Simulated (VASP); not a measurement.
Write the native input for VASP 6.6.1 that does the following.

```yaml
Task: single point
Functional: PBE
Potentials_or_basis: VASP PAW PBE potentials, release 64 (Mg, O)
Cutoff: 520 eV
k_mesh: 10 × 10 × 1
Occupations: fermi-dirac, width 0.02 eV
Spin: no spin polarisation
Dipole_correction: yes
Further_INCAR_settings: ALGO = Normal; EDIFF = 1e-06; NBANDS = 21
```

The structure of MgO lies in POSCAR:

```
MgO
1.0
    3.0079491112      0.0000000000      0.0000000000
    0.0000000000      3.0079491112      0.0000000000
    0.0000000000      0.0000000000     20.2539000000
Mg O
3 3
Direct
    0.2500000000      0.2500000000      0.3949860909
    0.7500000000      0.7500000000      0.5000000000
    0.2500000000      0.2500000000      0.6050139091
    0.7500000000      0.7500000000      0.3949860909
    0.2500000000      0.2500000000      0.5000000000
    0.7500000000      0.7500000000      0.6050139091
```

The input as run:

INCAR

```
  ALGO = Normal
  DIPOL = 0.5 0.5 0.500
  EDIFF = 1E-6
  ENCUT = 520
  GGA = PE
  IDIPOL = 3
  ISIF = 2
  ISMEAR = -1
  LASPH = True
  LCHARG = False
  LDIPOL = True
  LREAL = False
  LWAVE = False
  NBANDS = 21
  NELM = 100
  PREC = Accurate
  SIGMA = 0.02
```

KPOINTS

```
k-points
0
Gamma
  10 10 1
```

Potentials or basis: VASP PAW PBE potentials, release 64 (Mg, O).

Command:

```console
$ cat potpaw_PBE.64/Mg/POTCAR potpaw_PBE.64/O/POTCAR > POTCAR
$ mpirun -np 1 vasp_std > vasp.out
```

It gave:

| Item | Value |
| --- | --- |
| Largest force | 0.470 eV/Å |
| Band gap on the k mesh | 3.15 eV |

Run time: 2.8 min on 1 thread of Intel Xeon 8259CL, on a shared host, peak memory 0.31 GiB.
